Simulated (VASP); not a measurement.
# C (R-3m) in VASP: notebook

The runs below take C through single point, with r2SCAN.

Everything below comes from runs of VASP 6.6.1. Logs are shortened: lines on timing, memory, paths and dates and some standing lists are left out, and cuts for length are marked.

### 1 The cell of the first run

It takes space group R-3m (No. 166, trigonal). Conventional cell: a = 2.333 Å, b = 2.333 Å, c = 10.543 Å, α = 90.00°, β = 90.00°, γ = 120.00°. Within 1.8 Å of C (site symmetry 3m) lie 3 C at 1.35 Å.

### 2 Single point, r2SCAN (strain -0.050 along x and y, +0.050 along z)

POSCAR

```
C
1.0
    1.1666250292      0.6735512746      3.5143613814
   -1.1666250292      0.6735512746      3.5143613814
    0.0000000000     -1.3471025493      3.5143613814
C
2
Direct
    0.1640000000      0.1640000000      0.1640000000
    0.8360000000      0.8360000000      0.8360000000
```

INCAR.step1

```
PREC = Accurate
ENCUT = 520
ISMEAR = 0
SIGMA = 0.05
LREAL = F
LASPH = T
NELM = 60
NBANDS = 11
GGA = PE
ALGO = Normal
EDIFF = 1E-4
LWAVE = T
LCHARG = F
```

INCAR.step2

```
PREC = Accurate
ENCUT = 520
EDIFF = 1E-7
ISMEAR = 0
SIGMA = 0.05
LREAL = F
LASPH = T
NELM = 60
ALGO = Normal
ISIF = 2
LWAVE = F
LCHARG = F
METAGGA = R2SCAN
LMIXTAU = T
NBANDS = 11
ISTART = 1
```

KPOINTS

```
regular mesh
0
Gamma
  12 12 12
```

Potentials or basis: VASP PAW PBE potentials, release 64 (C).

Started as:

```sh
$ cat potpaw_PBE.64/C/POTCAR > POTCAR
$ cp INCAR.step1 INCAR
$ mpirun -np 1 vasp_std > vasp.out
$ cp INCAR.step2 INCAR
$ mpirun -np 1 vasp_std > vasp.out
```

OUTCAR:

```text
PREC = Accurate
   ENCUT = 520
   EDIFF = 1E-7
   ISMEAR = 0
   LREAL = F
   LASPH = T
   NELM = 60
   ISIF = 2
   METAGGA = R2SCAN
   ISTART = 1

 ion  position               nearest neighbor table
   1  0.164  0.164  0.164-   2 1.35   2 1.35   2 1.35
   2  0.836  0.836  0.836-   1 1.35   1 1.35   1 1.35

  LATTYP: Found a trigonal (rhomboedric) cell.
 ALAT       =     3.7636978090
 COS(alpha) =     0.8078399590

  Lattice vectors:

 A1 = (   1.1666250292,   0.6735512746,   3.5143613814)
 A2 = (  -1.1666250292,   0.6735512746,   3.5143613814)
 A3 = (   0.0000000000,  -1.3471025493,   3.5143613814)

Analysis of symmetry for initial positions (statically):
=====================================================================
 Subroutine PRICEL returns:
 Original cell was already a primitive cell.

 Routine SETGRP: Setting up the symmetry group for a
 trigonal (rhombohedral) supercell.

 Subroutine GETGRP returns: Found 12 space group operations
 (whereof 12 operations were pure point group operations)
 out of a pool of 12 trial point group operations.

The static configuration has the point symmetry D_3d.

Analysis of symmetry for dynamics (positions and initial velocities):
=====================================================================
 Subroutine PRICEL returns:
 Original cell was already a primitive cell.

 Routine SETGRP: Setting up the symmetry group for a
 trigonal (rhombohedral) supercell.

 Subroutine GETGRP returns: Found 12 space group operations
 (whereof 12 operations were pure point group operations)
 out of a pool of 12 trial point group operations.

The dynamic configuration has the point symmetry D_3d.

 Subroutine INISYM returns: Found 12 space group operations
 (whereof 12 operations are pure point group operations),
 and found     1 'primitive' translations

----------------------------------------------------------------------------------------

                                     Primitive cell

  volume of cell :      16.5691

  direct lattice vectors                    reciprocal lattice vectors
     1.166625029  0.673551275  3.514361381     0.428586725  0.247444661  0.094848906
    -1.166625029  0.673551275  3.514361381    -0.428586725  0.247444661  0.094848906
     0.000000000 -1.347102549  3.514361381     0.000000000 -0.494889322  0.094848906

  length of vectors
     3.763697809  3.763697809  3.763697809     0.503896572  0.503896572  0.503896572

  position of ions in fractional coordinates (direct lattice)
     0.164000000  0.164000000  0.164000000
     0.836000000  0.836000000  0.836000000

  ion indices of the primitive-cell ions
   primitive index   ion index
                 1           1
                 2           2

----------------------------------------------------------------------------------------

 KPOINTS: regular mesh

Automatic generation of k-mesh.
 Grid dimensions read from file:
 generate k-points for:   12   12   12

 Generating k-lattice:

  Cartesian coordinates                     Fractional coordinates (reciprocal lattice)
     0.035715560  0.020620388  0.007904076     0.083333333 -0.000000000  0.000000000
    -0.035715560  0.020620388  0.007904076    -0.000000000  0.083333333  0.000000000
     0.000000000 -0.041240777  0.007904076     0.000000000  0.000000000  0.083333333

  Length of vectors
     0.041991381  0.041991381  0.041991381

  Shift w.r.t. Gamma in fractional coordinates (k-lattice)
     0.000000000  0.000000000  0.000000000

 Subroutine IBZKPT returns following result:
 ===========================================

 Found    189 irreducible k-points:

 Following reciprocal coordinates:
            Coordinates               Weight
  0.000000  0.000000  0.000000      1.000000
  0.083333  0.000000 -0.000000      6.000000
  0.166667 -0.000000 -0.000000      6.000000
  0.250000  0.000000 -0.000000      6.000000
  0.333333 -0.000000 -0.000000      6.000000
  0.416667  0.000000  0.000000      6.000000
[... 16 lines left out ...]
  0.500000  0.166667 -0.000000     12.000000
 -0.416667  0.166667  0.000000     12.000000
 [... further k-points ...]
   k-points           NKPTS =    189   k-points in BZ     NKDIM =    189   number of bands    NBANDS=     11
   number of dos      NEDOS =    301   number of ions     NIONS =      2
   total plane-waves  NPLWV =  21952
   dimension x,y,z NGX =    28 NGY =   28 NGZ =   28
   dimension x,y,z NGXF=    56 NGYF=   56 NGZF=   56
   ions per type =               2
   NGX,Y,Z   is equivalent  to a cutoff of  12.37, 12.37, 12.37 a.u.
   NGXF,Y,Z  is equivalent  to a cutoff of  24.74, 24.74, 24.74 a.u.
 SYSTEM =  unknown system
   PREC   = accura    normal or accurate (medium, high low for compatibility)
   ISTART =      1    job   : 0-new  1-cont  2-samecut
   ICHARG =      0    charge: 1-file 2-atom 10-const
   ISPIN  =      1    spin polarized calculation?
   LNONCOLLINEAR =      F non collinear calculations
   LSORBIT =      F    spin-orbit coupling
   LASPH  =      T    aspherical Exc in radial PAW
   ENCUT  =  520.0 eV  38.22 Ry    6.18 a.u.   7.00  7.00  7.00*2*pi/ulx,y,z
   NELM   =     60;   NELMIN=  2; NELMDL=  0     # of ELM steps
   EDIFF  = 0.1E-06   stopping-criterion for ELM
   LREAL  =      F    real-space projection
   EDIFFG = 0.1E-05   stopping-criterion for IOM
   NSW    =      0    number of steps for IOM
   IBRION =     -1    ionic relax: 0-MD 1-quasi-New 2-CG
   NFREE  =      0    steps in history (QN), initial steepest desc. (CG)
   ISIF   =      2    stress and relaxation
   ISYM   =      2    0-nonsym 1-usesym 2-fastsym
   POTIM  = 0.5000    time-step for ionic-motion
   TEBEG  =    0.0;   TEEND  =   0.0 temperature during run
   PSTRESS=    0.0 pullay stress
   NELECT =       8.0000    total number of electrons
   NUPDOWN=      -1.0000    fix difference up-down
   EMIN   =  10.00;   EMAX   =-10.00  energy-range for DOS
   EFERMI =   0.00;   METHOD = LEGACY
   ISMEAR =     0;   SIGMA  =   0.05  broadening in eV -4-tet -1-fermi 0-gaus
   EFERMI_NEDOS =   21; number of points for ismear=-14 and -15
   IALGO  =     38    algorithm
   IMIX   =      4    mixing-type and parameters
     AMIX     =   0.40;   BMIX     =  1.00
     AMIX_MAG =   1.60;   BMIX_MAG =  1.00
  volume/ion in A,a.u.               =       8.28        55.91
  Fermi-wavevector in a.u.,A,eV,Ry     =   1.284315  2.427004 22.442341  1.649466
  Thomas-Fermi vector in A             =   2.416516
   LORBIT       =      0    0 simple, 1 ext, 2 COOP (PROOUT), +10 PAW based schemes
   METAGGA = R2SCAN    functional components
   LHFCALC =     F    Hartree Fock is set to
   AEXX    =    0.0000 exact exchange contribution
   IVDW    =     0    specifies the selected vdW correction
   LEPSILON=     F    determine dielectric tensor
   LRPA    =     F    only Hartree local field effects (RPA)
 non-spin polarized calculation
 Gauss-broadening in eV      SIGMA  =   0.05
  energy-cutoff  :      520.00
  volume of cell :       16.57
 maximum number of plane-waves:       470
   NGX = 13   NGY = 13   NGZ = 13

 number of electron       8.0000000 magnetization

 Free energy of the ion-electron system (eV)
  ---------------------------------------------------
  ext. energy  EPLUGINS =         0.00000000
  ---------------------------------------------------
  free energy    TOTEN  =       -19.43528189 eV

  energy without entropy =      -19.43528189  energy(sigma->0) =      -19.43528189

 E-fermi :   5.1776     XC(G=0): -11.1479

 val. band max:        4.9589031674   @ k =  -0.3333   0.3333   0.0000
 cond. band min:       5.5191375535   @ k =  -0.3333   0.3333   0.0000
 fundamental gap:      0.5602343861
 Fermi energy:         5.1776434593

 k-point     1 :       0.0000    0.0000    0.0000
  band No.  band energies     occupation
      1     -17.0180      2.00000
      2      -3.2346      2.00000
      3       2.1533      2.00000
      4       2.1533      2.00000
      5       8.5564      0.00000
      6      15.0492      0.00000
      7      15.0492      0.00000
      8      19.8309      0.00000
      9      22.4417      0.00000
     10      30.9017      0.00000
     11      31.5226      0.00000

 k-point     2 :       0.0833    0.0000   -0.0000
  band No.  band energies     occupation
      1     -16.8252      2.00000
      2      -3.0187      2.00000
      3       1.4019      2.00000
      4       1.7266      2.00000
      5       8.8202      0.00000
      6      15.1904      0.00000
      7      15.9118      0.00000
      8      19.0398      0.00000
      9      22.7025      0.00000
     10      30.4634      0.00000
     11      32.1655      0.00000

 k-point     3 :       0.1667   -0.0000   -0.0000
  band No.  band energies     occupation
      1     -16.2487      2.00000
      2      -2.3777      2.00000
      3      -0.4933      2.00000
      4       0.7407      2.00000
      5       9.6080      0.00000
      6      15.3325      0.00000
      7      17.0142      0.00000
      8      18.1842      0.00000
      9      23.4756      0.00000
     10      28.8468      0.00000
     11      32.4104      0.00000

 k-point     4 :       0.2500    0.0000   -0.0000
  band No.  band energies     occupation
      1     -15.2951      2.00000
      2      -2.9497      2.00000
      3      -1.3060      2.00000
      4      -0.3390      2.00000
      5      10.8498      0.00000
      6      14.3149      0.00000
      7      15.3360      0.00000
      8      21.3183      0.00000
      9      24.1968      0.00000
     10      27.1049      0.00000
     11      30.5465      0.00000
[... 239 lines left out ...]
 k-point    22 :       0.4167    0.1667   -0.0000
  band No.  band energies     occupation
      1     -13.3946      2.00000
      2      -5.3031      2.00000
      3      -3.2321      2.00000
      4       0.4625      2.00000
      5      10.6103      0.00000
      6      14.4780      0.00000
      7      17.9378      0.00000
      8      20.8874      0.00000
      9      21.6391      0.00000
     10      26.7680      0.00000
     11      31.1357      0.00000

 k-point    23 :       0.5000    0.1667   -0.0000
  band No.  band energies     occupation
      1     -11.7599      2.00000
      2      -7.5886      2.00000
      3      -3.8794      2.00000
      4       2.1157      2.00000
      5       8.3938      0.00000
      6      16.4785      0.00000
      7      17.9176      0.00000
      8      19.9513      0.00000
      9      21.2657      0.00000
     10      26.8901      0.00000
     11      30.9621      0.00000

 k-point    24 :      -0.4167    0.1667    0.0000
  band No.  band energies     occupation
      1     -10.1755      2.00000
      2      -9.4166      2.00000
      3      -4.0901      2.00000
      4       3.3524      2.00000
      5       6.9824      0.00000
      6      17.6565      0.00000
      7      17.7497      0.00000
      8      18.3526      0.00000
      9      21.6058      0.00000
     10      28.1636      0.00000
     11      30.9367      0.00000

 [... further k-points ...]
[... 5 lines left out ...]
  --------------------------------------------------------------------------------------
  -------------------------------------------------------------------------------------
  Total        8.1901115      8.1901115     -0.1195190      0.0000000      0.0000000      0.0000000
  in kB      791.9554945    791.9554944    -11.5570700      0.0000000      0.0000000      0.0000000
  external PRESSURE =     524.1179730 kB  Pullay stress =       0.0000000 kB

 VOLUME and BASIS-vectors are now :
 -----------------------------------------------------------------------------
  energy-cutoff  :      520.00
  volume of cell :       16.57
      direct lattice vectors                 reciprocal lattice vectors
     1.166625029  0.673551275  3.514361381     0.428586725  0.247444661  0.094848906
    -1.166625029  0.673551275  3.514361381    -0.428586725  0.247444661  0.094848906
     0.000000000 -1.347102549  3.514361381     0.000000000 -0.494889322  0.094848906

 POSITION                                       TOTAL-FORCE (eV/Angst)
 -----------------------------------------------------------------------------------
      0.00000     -0.00000      1.72907         0.000000     -0.000000      0.899507
      0.00000     -0.00000      8.81402         0.000000      0.000000     -0.899507
 -----------------------------------------------------------------------------------
    total drift:                                0.000000     -0.000000      0.000000

  FREE ENERGIE OF THE ION-ELECTRON SYSTEM (eV)
  ---------------------------------------------------
  free  energy   TOTEN  =       -19.4352818906 eV

  energy  without entropy=      -19.4352818906  energy(sigma->0) =      -19.43528189
```

Wall time 99 s (1 thread of Intel Xeon 6975P-C (Granite Rapids), shared host); peak memory 0.17 GiB.

Results:

```
Free energy   : -19.4353 eV
Pressure      : 52.4 GPa
Largest force : 0.900 eV/Å
```

Forces on the atoms (eV/Å):
```
C    0.000  0.000  0.900
C    0.000  0.000 -0.900
```

Caveat: the cell differs from its parent crystal (strain -0.050 along x and y, +0.050 along z); the stress differs along the axes, from -1 to 79 GPa; the PAW data sets were made with another functional, which shifts forces and pressure a little.

### 3 Single point, r2SCAN (strain +0.000 along x and y, -0.050 along z)

POSCAR

```
C
1.0
    1.2280263465      0.7090013417      3.1796602974
   -1.2280263465      0.7090013417      3.1796602974
    0.0000000000     -1.4180026834      3.1796602974
C
2
Direct
    0.1640000000      0.1640000000      0.1640000000
    0.8360000000      0.8360000000      0.8360000000
```

INCAR.step1

```
SYSTEM = C
  PREC = Accurate
  ENCUT = 520
  ISMEAR = 0
  SIGMA = 0.05
  LREAL = .FALSE.
  LASPH = .TRUE.
  NELM = 80
  NBANDS = 11
  GGA = PE
  ALGO = Normal
  EDIFF = 1E-4
  LWAVE = .TRUE.
  LCHARG = .FALSE.
```

INCAR.step2

```
SYSTEM = C
  PREC = Accurate
  ENCUT = 520
  EDIFF = 1E-6
  ISMEAR = 0
  SIGMA = 0.05
  LREAL = .FALSE.
  LASPH = .TRUE.
  NELM = 80
  ALGO = Normal
  ISIF = 2
  LWAVE = .FALSE.
  LCHARG = .FALSE.
  METAGGA = R2SCAN
  LMIXTAU = .TRUE.
  NBANDS = 11
  ISTART = 1
```

KPOINTS

```
regular mesh
0
G
  12 12 12
  0 0 0
```

Potentials or basis: VASP PAW PBE potentials, release 64 (C).

Started as:

```sh
$ cat potpaw_PBE.64/C/POTCAR > POTCAR
$ cp INCAR.step1 INCAR
$ mpirun -np 1 vasp_std > vasp.out
$ cp INCAR.step2 INCAR
$ mpirun -np 1 vasp_std > vasp.out
```

Wall time 84 s (1 thread of Intel Xeon 6975P-C (Granite Rapids), shared host); peak memory 0.17 GiB.

Results (log left out):

- Free energy: -19.8353 eV
- Pressure: 1.7 GPa
- Largest force: 0.835 eV/Å

Forces on the atoms (eV/Å):
```
C    0.000  0.000  0.835
C    0.000  0.000 -0.835
```

Stress tensor (GPa, compression positive):
```
0.64 0.00 0.00
0.00 0.64 0.00
0.00 0.00 3.76
```

Caveat: the cell differs from its parent crystal (strain +0.000 along x and y, -0.050 along z); the PAW data sets were made with another functional, which shifts forces and pressure a little.

### 4 Single point, r2SCAN (strain -0.025 along x and y, +0.000 along z)

POSCAR

```
C
1.0
    1.1973256878      0.6912763082      3.3470108394
   -1.1973256878      0.6912763082      3.3470108394
    0.0000000000     -1.3825526163      3.3470108394
C
2
Direct
    0.1640000000      0.1640000000      0.1640000000
    0.8360000000      0.8360000000      0.8360000000
```

INCAR.step1

```
SYSTEM = C
PREC = Accurate
ENCUT = 520
ISMEAR = 0
SIGMA = 0.05
LREAL = .False.
LASPH = .True.
NELM = 80
NBANDS = 11
GGA = PE
ALGO = Normal
EDIFF = 1E-4
LWAVE = .True.
LCHARG = .False.
```

INCAR.step2

```
SYSTEM = C
PREC = Accurate
ENCUT = 520
EDIFF = 1E-6
ISMEAR = 0
SIGMA = 0.05
LREAL = .False.
LASPH = .True.
NELM = 80
ALGO = Normal
ISIF = 2
LWAVE = .False.
LCHARG = .False.
METAGGA = R2SCAN
LMIXTAU = .True.
NBANDS = 11
ISTART = 1
```

KPOINTS

```
Automatic mesh
0
Gamma
  12 12 12
  0 0 0
```

Started as:

```sh
$ cat potpaw_PBE.64/C/POTCAR > POTCAR
$ cp INCAR.step1 INCAR
$ mpirun -np 1 vasp_std > vasp.out
$ cp INCAR.step2 INCAR
$ mpirun -np 1 vasp_std > vasp.out
```

Run time: 84 s. Hardware: 1 thread of Intel Xeon 6975P-C (Granite Rapids), shared host; peak memory 0.17 GiB.

The run converged. Its results:

| Property | Result |
| --- | --- |
| Free energy | -19.7483 eV |
| Pressure | 25.0 GPa |
| Largest force | 0.886 eV/Å |

Forces on the atoms (eV/Å):
```
C    0.000  0.000  0.886
C    0.000  0.000 -0.886
```

Stress tensor (GPa, compression positive):
```
37.22  0.00  0.00
 0.00 37.22  0.00
 0.00  0.00  0.60
```

Caveat: the cell differs from its parent crystal (strain -0.025 along x and y, +0.000 along z); the stress differs along the axes, from 1 to 37 GPa; the PAW data sets were made with another functional, which shifts forces and pressure a little.

### 5 Single point, r2SCAN (strain +0.000 along x and y, -0.025 along z)

POSCAR

```
C
1.0
    1.2280263465      0.7090013417      3.2633355684
   -1.2280263465      0.7090013417      3.2633355684
    0.0000000000     -1.4180026834      3.2633355684
C
2
Direct
    0.1640000000      0.1640000000      0.1640000000
    0.8360000000      0.8360000000      0.8360000000
```

INCAR.step1

```
PREC = Accurate
ENCUT = 520
ISMEAR = 0
SIGMA = 0.05
LREAL = False
LASPH = True
NELM = 60
NBANDS = 11
GGA = PE
ALGO = Normal
EDIFF = 1E-4
LWAVE = True
LCHARG = False
```

INCAR.step2

```
PREC = Accurate
ENCUT = 520
EDIFF = 1E-6
ISMEAR = 0
SIGMA = 0.05
LREAL = False
LASPH = True
NELM = 60
ALGO = Normal
ISIF = 2
LWAVE = False
LCHARG = False
METAGGA = R2SCAN
LMIXTAU = True
NBANDS = 11
ISTART = 1
```

KPOINTS

```
regular mesh
0
Gamma
  12 12 12
```

Started as:

```sh
$ cat potpaw_PBE.64/C/POTCAR > POTCAR
$ cp INCAR.step1 INCAR
$ mpirun -np 1 vasp_std > vasp.out
$ cp INCAR.step2 INCAR
$ mpirun -np 1 vasp_std > vasp.out
```

Run time: 83 s. Hardware: 1 thread of Intel Xeon 6975P-C (Granite Rapids), shared host; peak memory 0.16 GiB.

Results (log left out):

| Item | Value |
| --- | --- |
| Free energy | -19.8434 eV |
| Pressure | 1.2 GPa |
| Largest force | 0.867 eV/Å |

Forces in eV/Å, atoms in the order of the input:
```
C    0.000  0.000  0.867
C    0.000  0.000 -0.867
```

Stress tensor (GPa, compression positive):
```
0.78 0.00 0.00
0.00 0.78 0.00
0.00 0.00 2.06
```

Caveat: the cell differs from its parent crystal (strain +0.000 along x and y, -0.025 along z); the PAW data sets were made with another functional, which shifts forces and pressure a little.

(Continued in part 2 of 2.)
